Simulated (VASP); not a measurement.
# SnO2 (Pnnm) in VASP: notebook, part 2 of 2

VASP 6.6.1. Earlier steps stand in the parts before.

### 4 Single point, PBEsol (12.08 Å³/atom)

This run uses another cell than the first one, of 12.08 Å³/atom.

INCAR

```
PREC = Accurate ; ENCUT = 520
EDIFF = 1E-6 ; ISMEAR = -1
SIGMA = 0.05 ; LREAL = F
LASPH = T ; NELM = 80
ALGO = Normal ; ISIF = 2
LWAVE = F ; LCHARG = F
GGA = PS ; NBANDS = 35
```

KPOINTS

```
Automatic mesh
0
Gamma
  6 6 8
```

POSCAR

```
SnO2
1.0
    4.7232933107      0.0000000000      0.0000000000
    0.0000000000      4.8008093156      0.0000000000
    0.0000000000      0.0000000000      3.1970967117
Sn O
2 4
Direct
    0.0000000000      0.0000000000      0.0000000000
    0.5000000000      0.5000000000      0.5000000000
    0.7081450000      0.6789580000      0.0000000000
    0.2081450000      0.8210420000      0.5000000000
    0.7918550000      0.1789580000      0.5000000000
    0.2918550000      0.3210420000      0.0000000000
```

Potentials or basis: VASP PAW PBE potentials, release 64 (Sn_d, O).

Launch:

```sh
> cat potpaw_PBE.64/Sn_d/POTCAR potpaw_PBE.64/O/POTCAR > POTCAR
> mpirun -np 1 vasp_std > vasp.out
```

OUTCAR:

```text
PREC = Accurate
   ENCUT = 520
   EDIFF = 1E-6
   ISMEAR = -1
   LREAL = F
   LASPH = T
   NELM = 80
   ISIF = 2
   GGA = PS

 ion  position               nearest neighbor table
   1  0.000  0.000  0.000-   4 2.06   5 2.06   4 2.06   5 2.06   3 2.07   6 2.07   2 3.73   2 3.73
                             2 3.73   2 3.73   2 3.73   2 3.73   2 3.73   2 3.73
   2  0.500  0.500  0.500-   3 2.06   6 2.06   3 2.06   6 2.06   5 2.07   4 2.07   1 3.73   1 3.73
                             1 3.73   1 3.73   1 3.73   1 3.73   1 3.73   1 3.73
   3  0.708  0.679  0.000-   2 2.06   2 2.06   1 2.07
   4  0.208  0.821  0.500-   1 2.06   1 2.06   2 2.07
   5  0.792  0.179  0.500-   1 2.06   1 2.06   2 2.07
   6  0.292  0.321  0.000-   2 2.06   2 2.06   1 2.07

  LATTYP: Found a simple orthorhombic cell.
 ALAT       =     3.1970967117
 B/A-ratio  =     1.4773695439
 C/A-ratio  =     1.5016152930

  Lattice vectors:

 A1 = (   0.0000000000,   0.0000000000,   3.1970967117)
 A2 = (   4.7232933107,   0.0000000000,   0.0000000000)
 A3 = (   0.0000000000,   4.8008093156,   0.0000000000)

Analysis of symmetry for initial positions (statically):
=====================================================================
 Subroutine PRICEL returns:
 Original cell was already a primitive cell.

 Routine SETGRP: Setting up the symmetry group for a
 simple orthorhombic supercell.

 Subroutine GETGRP returns: Found  8 space group operations
 (whereof  4 operations were pure point group operations)
 out of a pool of  8 trial point group operations.

The static configuration has the point symmetry C_2h.
 The point group associated with its full space group is D_2h.

Analysis of symmetry for dynamics (positions and initial velocities):
=====================================================================
 Subroutine PRICEL returns:
 Original cell was already a primitive cell.

 Routine SETGRP: Setting up the symmetry group for a
 simple orthorhombic supercell.

 Subroutine GETGRP returns: Found  8 space group operations
 (whereof  4 operations were pure point group operations)
 out of a pool of  8 trial point group operations.

The dynamic configuration has the point symmetry C_2h.
 The point group associated with its full space group is D_2h.

 Subroutine INISYM returns: Found  8 space group operations
 (whereof  4 operations are pure point group operations),
 and found     1 'primitive' translations

----------------------------------------------------------------------------------------

                                     Primitive cell

  volume of cell :      72.4962

  direct lattice vectors                    reciprocal lattice vectors
     4.723293311  0.000000000  0.000000000     0.211716685  0.000000000  0.000000000
     0.000000000  4.800809316  0.000000000     0.000000000  0.208298213  0.000000000
     0.000000000  0.000000000  3.197096712     0.000000000  0.000000000  0.312783782

  length of vectors
     4.723293311  4.800809316  3.197096712     0.211716685  0.208298213  0.312783782

  position of ions in fractional coordinates (direct lattice)
     0.000000000  0.000000000  0.000000000
     0.500000000  0.500000000  0.500000000
     0.708145000  0.678958000  0.000000000
     0.208145000  0.821042000  0.500000000
     0.791855000  0.178958000  0.500000000
     0.291855000  0.321042000  0.000000000

[... 39 lines left out ...]
  0.333333  0.000000  0.000000      2.000000
  0.500000  0.000000  0.000000      1.000000
  0.000000  0.166667  0.000000      2.000000
  0.166667  0.166667  0.000000      4.000000
[... 16 lines left out ...]
  0.333333  0.166667  0.125000      8.000000
  0.500000  0.166667  0.125000      4.000000
 [... further k-points ...]
   k-points           NKPTS =     80   k-points in BZ     NKDIM =     80   number of bands    NBANDS=     35
   number of dos      NEDOS =    301   number of ions     NIONS =      6
   total plane-waves  NPLWV =  31104
   dimension x,y,z NGX =    36 NGY =   36 NGZ =   24
   dimension x,y,z NGXF=    72 NGYF=   72 NGZF=   48
   ions per type =               2   4
   NGX,Y,Z   is equivalent  to a cutoff of  12.67, 12.47, 12.48 a.u.
   NGXF,Y,Z  is equivalent  to a cutoff of  25.34, 24.93, 24.96 a.u.
 SYSTEM =  unknown system
   PREC   = accura    normal or accurate (medium, high low for compatibility)
   ISTART =      0    job   : 0-new  1-cont  2-samecut
   ICHARG =      2    charge: 1-file 2-atom 10-const
   ISPIN  =      1    spin polarized calculation?
   LNONCOLLINEAR =      F non collinear calculations
   LSORBIT =      F    spin-orbit coupling
   LASPH  =      T    aspherical Exc in radial PAW
   ENCUT  =  520.0 eV  38.22 Ry    6.18 a.u.   8.78  8.93  5.94*2*pi/ulx,y,z
   NELM   =     80;   NELMIN=  2; NELMDL= -5     # of ELM steps
   EDIFF  = 0.1E-05   stopping-criterion for ELM
   LREAL  =      F    real-space projection
   EDIFFG = 0.1E-04   stopping-criterion for IOM
   NSW    =      0    number of steps for IOM
   IBRION =     -1    ionic relax: 0-MD 1-quasi-New 2-CG
   NFREE  =      0    steps in history (QN), initial steepest desc. (CG)
   ISIF   =      2    stress and relaxation
   ISYM   =      2    0-nonsym 1-usesym 2-fastsym
   POTIM  = 0.5000    time-step for ionic-motion
   TEBEG  =    0.0;   TEEND  =   0.0 temperature during run
   PSTRESS=    0.0 pullay stress
   NELECT =      52.0000    total number of electrons
   NUPDOWN=      -1.0000    fix difference up-down
   EMIN   =  10.00;   EMAX   =-10.00  energy-range for DOS
   EFERMI =   0.00;   METHOD = LEGACY
   ISMEAR =    -1;   SIGMA  =   0.05  broadening in eV -4-tet -1-fermi 0-gaus
   EFERMI_NEDOS =   21; number of points for ismear=-14 and -15
   IALGO  =     38    algorithm
   IMIX   =      4    mixing-type and parameters
     AMIX     =   0.40;   BMIX     =  1.00
     AMIX_MAG =   1.60;   BMIX_MAG =  1.00
  volume/ion in A,a.u.               =      12.08        81.54
  Fermi-wavevector in a.u.,A,eV,Ry     =   1.465450  2.769298 29.219091  2.147543
  Thomas-Fermi vector in A             =   2.581305
   LORBIT       =      0    0 simple, 1 ext, 2 COOP (PROOUT), +10 PAW based schemes
   GGA     = PS    functional components
   LHFCALC =     F    Hartree Fock is set to
   AEXX    =    0.0000 exact exchange contribution
   IVDW    =     0    specifies the selected vdW correction
   LEPSILON=     F    determine dielectric tensor
   LRPA    =     F    only Hartree local field effects (RPA)
 non-spin polarized calculation
  energy-cutoff  :      520.00
  volume of cell :       72.50
 maximum number of plane-waves:      2000
 NGX is ok and might be reduce to    36
   NGX = 17   NGY = 17   NGZ = 11

 number of electron      52.0000005 magnetization

 Free energy of the ion-electron system (eV)
  ---------------------------------------------------
  ext. energy  EPLUGINS =         0.00000000
  ---------------------------------------------------
  free energy    TOTEN  =       -39.65357790 eV

  energy without entropy =      -39.65357770  energy(sigma->0) =      -39.65357780

 E-fermi :   6.3618     XC(G=0): -11.4694

 val. band max:        5.7819815633   @ k =   0.0000   0.0000   0.0000
 cond. band min:       6.8951566491   @ k =   0.0000   0.0000   0.0000
 fundamental gap:      1.1131750858
 Fermi energy:         6.3618389476

 k-point     1 :       0.0000    0.0000    0.0000
  band No.  band energies     occupation
      1     -15.1444      2.00000
      2     -14.3949      2.00000
      3     -14.1290      2.00000
      4     -14.1064      2.00000
      5     -14.1021      2.00000
      6     -14.0255      2.00000
[... 901 lines left out ...]
     34      18.0050      0.00000
     35      18.2845      0.00000

 [... further k-points ...]

------------------------ aborting loop because EDIFF is reached ----------------------------------------

  FORCE on cell =-STRESS in cart. coord.  units (eV):
  Direction    XX          YY          ZZ          XY          YZ          ZX
  --------------------------------------------------------------------------------------
  -------------------------------------------------------------------------------------
  Total        0.7349703      0.5971001      1.3262806     -0.0000000      0.0000000      0.0000000
  in kB       16.2429618     13.1960083     29.3110141     -0.0000000      0.0000000      0.0000000
  external PRESSURE =      19.5833281 kB  Pullay stress =       0.0000000 kB

 VOLUME and BASIS-vectors are now :
 -----------------------------------------------------------------------------
  energy-cutoff  :      520.00
  volume of cell :       72.50
      direct lattice vectors                 reciprocal lattice vectors
     4.723293311  0.000000000  0.000000000     0.211716685  0.000000000  0.000000000
     0.000000000  4.800809316  0.000000000     0.000000000  0.208298213  0.000000000
     0.000000000  0.000000000  3.197096712     0.000000000  0.000000000  0.312783782

 POSITION                                       TOTAL-FORCE (eV/Angst)
 -----------------------------------------------------------------------------------
      0.00000      0.00000      0.00000        -0.000000     -0.000000      0.000000
      2.36165      2.40040      1.59855        -0.000000     -0.000000      0.000000
      3.34478      3.25955      0.00000         0.028119      0.095442      0.000000
      0.98313      3.94167      1.59855         0.028119     -0.095442      0.000000
      3.74016      0.85914      1.59855        -0.028119      0.095442     -0.000000
      1.37852      1.54126      0.00000        -0.028119     -0.095442      0.000000
 -----------------------------------------------------------------------------------
    total drift:                                0.000000      0.000000      0.000000

  FREE ENERGIE OF THE ION-ELECTRON SYSTEM (eV)
  ---------------------------------------------------
  free  energy   TOTEN  =       -39.6535779036 eV

  energy  without entropy=      -39.6535776965  energy(sigma->0) =      -39.65357780
```

OSZICAR:

```text
N       E                     dE             d eps       ncg     rms          rms(c)
DAV:   1     0.633208862544E+03    0.63321E+03   -0.25601E+04  6245   0.232E+03
DAV:   2     0.558652106148E+02   -0.57734E+03   -0.54445E+03  6000   0.606E+02
DAV:   3    -0.399122394715E+02   -0.95777E+02   -0.93638E+02  6061   0.207E+02
DAV:   4    -0.449887489452E+02   -0.50765E+01   -0.50359E+01  7117   0.509E+01
DAV:   5    -0.451206294750E+02   -0.13188E+00   -0.13167E+00  6990   0.869E+00    0.149E+01
DAV:   6    -0.396512176138E+02    0.54694E+01   -0.15009E+01  8877   0.615E+01    0.610E+00
DAV:   7    -0.397088059376E+02   -0.57588E-01   -0.17666E+00  6511   0.735E+00    0.315E+00
DAV:   8    -0.396632188528E+02    0.45587E-01   -0.17628E-01  8400   0.381E+00    0.696E-01
DAV:   9    -0.396530878376E+02    0.10131E-01   -0.31100E-02  9157   0.294E+00    0.122E-01
DAV:  10    -0.396535277156E+02   -0.43988E-03   -0.34443E-03  7457   0.499E-01    0.458E-02
DAV:  11    -0.396535788179E+02   -0.51102E-04   -0.13891E-04  8485   0.915E-02    0.183E-02
DAV:  12    -0.396535799174E+02   -0.10995E-05   -0.92425E-06  8337   0.236E-02    0.111E-02
DAV:  13    -0.396535778850E+02    0.20325E-05   -0.72348E-06  6728   0.386E-02    0.213E-03
DAV:  14    -0.396535779036E+02   -0.18673E-07   -0.48321E-07  3573   0.652E-03
   1 F= -.39653578E+02 E0= -.39653578E+02  d E =-.207134E-06
```

Wall time 1.8 min (1 thread of Intel Xeon Platinum 8488C (Sapphire Rapids), shared host); peak memory 0.27 GiB.

What came out:

```
Free energy            : -39.6536 eV
Pressure               : 2.0 GPa
Largest force          : 0.099 eV/Å
Band gap on the k mesh : 1.11 eV
```

Forces on the atoms (eV/Å):
```
Sn   0.000  0.000  0.000
Sn   0.000  0.000  0.000
O    0.028  0.095  0.000
O    0.028 -0.095  0.000
O   -0.028  0.095  0.000
O   -0.028 -0.095  0.000
```

Caveat: the PAW data sets were made with another functional, which shifts forces and pressure a little; spin-orbit coupling is left out, which moves the levels of the heavy elements.

### 5 Single point, PBEsol (12.33 Å³/atom)

This run uses another cell than the first one, of 12.33 Å³/atom.

INCAR

```
ALGO = Normal
EDIFF = 1E-6
ENCUT = 520
GGA = PS
ISIF = 2
ISMEAR = -1
LASPH = True
LCHARG = False
LREAL = False
LWAVE = False
NBANDS = 35
NELM = 80
PREC = Accurate
SIGMA = 0.05
```

KPOINTS

```
k-points
0
Gamma
  6 6 8
```

POSCAR: that of step 4 with these lines changed.

```diff
@@ -2,5 +2,5 @@
 1.0
-    4.7232933107      0.0000000000      0.0000000000
-    0.0000000000      4.8008093156      0.0000000000
-    0.0000000000      0.0000000000      3.1970967117
+    4.7558687767      0.0000000000      0.0000000000
+    0.0000000000      4.8339193917      0.0000000000
+    0.0000000000      0.0000000000      3.2191463513
 Sn O
```

Launch:

```sh
> cat potpaw_PBE.64/Sn_d/POTCAR potpaw_PBE.64/O/POTCAR > POTCAR
> mpirun -np 1 vasp_std > vasp.out
```

It took 1.7 min on 1 thread of Intel Xeon Platinum 8488C (Sapphire Rapids), shared host; peak memory 0.28 GiB.

It converged, with:

| Item | Value |
| --- | --- |
| Free energy | -39.6546 eV |
| Pressure | -2.2 GPa |
| Largest force | 0.069 eV/Å |
| Band gap on the k mesh | 0.90 eV |

Forces in eV/Å, atoms in the order of the input:
```
Sn   0.000  0.000  0.000
Sn   0.000  0.000  0.000
O   -0.041  0.056  0.000
O   -0.041 -0.056  0.000
O    0.041  0.056  0.000
O    0.041 -0.056  0.000
```

Stress tensor (GPa, compression positive):
```
-2.13  0.00  0.00
 0.00 -2.40  0.00
 0.00  0.00 -2.06
```

Levels at points of the mesh, in eV from the valence-band top:
| k point | band 22 | band 23 | band 24 | band 25 | band 26 | band 27 | band 28 | band 29 | band 30 | band 31 |
| --- | --- | --- | --- | --- | --- | --- | --- | --- | --- | --- |
| (0.00, 0.00, 0.00) | -1.19 | -1.15 | -0.66 | -0.65 | 0.00 | 0.90 | 5.80 | 6.01 | 6.17 | 10.21 |
| (0.50, 0.00, 0.00) | -1.76 | -1.13 | -1.13 | -0.46 | -0.46 | 3.98 | 3.98 | 6.60 | 6.60 | 10.61 |
| (0.00, 0.50, 0.00) | -1.96 | -1.12 | -1.12 | -0.58 | -0.58 | 4.14 | 4.14 | 7.06 | 7.06 | 10.42 |
| (0.50, 0.50, 0.00) | -1.87 | -1.25 | -1.25 | -0.76 | -0.76 | 4.47 | 4.47 | 7.20 | 7.20 | 10.58 |
| (0.00, 0.00, 0.50) | -2.56 | -1.52 | -1.52 | -1.09 | -1.09 | 5.78 | 5.78 | 9.40 | 9.40 | 10.31 |
| (0.50, 0.00, 0.50) | -1.77 | -0.87 | -0.87 | -0.72 | -0.72 | 6.09 | 6.09 | 7.78 | 7.78 | 10.45 |
| (0.00, 0.50, 0.50) | -1.46 | -1.09 | -1.09 | -0.61 | -0.61 | 5.99 | 5.99 | 7.56 | 7.56 | 10.93 |
| (0.50, 0.50, 0.50) | -2.38 | -0.87 | -0.87 | -0.70 | -0.70 | 4.51 | 4.51 | 8.61 | 8.61 | 10.69 |

Caveat: the PAW data sets were made with another functional, which shifts forces and pressure a little; spin-orbit coupling is left out, which moves the levels of the heavy elements.

### 6 Overview

| level | cell | gap on the mesh (eV) | pressure (GPa) | largest force (eV/Å) |
| --- | --- | --- | --- | --- |
| revPBE+D4 | a = 4.777, b = 4.781, c = 3.229 Å, 6 atoms, atomic positions A | 0.95 | 0.6 | 0.01 |
| PBEsol | a = 4.690, b = 4.767, c = 3.175 Å, 6 atoms, atomic positions B | 1.34 | 6.5 | 0.17 |
| PBEsol | a = 4.723, b = 4.801, c = 3.197 Å, 6 atoms, atomic positions B | 1.11 | 2.0 | 0.10 |
| PBEsol | a = 4.756, b = 4.834, c = 3.219 Å, 6 atoms, atomic positions B | 0.90 | -2.2 | 0.07 |

Alike in all rows: task single point; potentials or basis VASP PAW PBE potentials, release 64 (Sn_d, O); no spin polarisation; k mesh 6 × 6 × 8; cutoff (eV) 520; smearing fermi-dirac 0.05 eV.

Caveats: the PAW data sets were made with another functional, which shifts forces and pressure a little; spin-orbit coupling is left out, which moves the levels of the heavy elements; the cell stands under pressure (at least some runs).

Absolute energies hang on the potentials; compare differences alone.
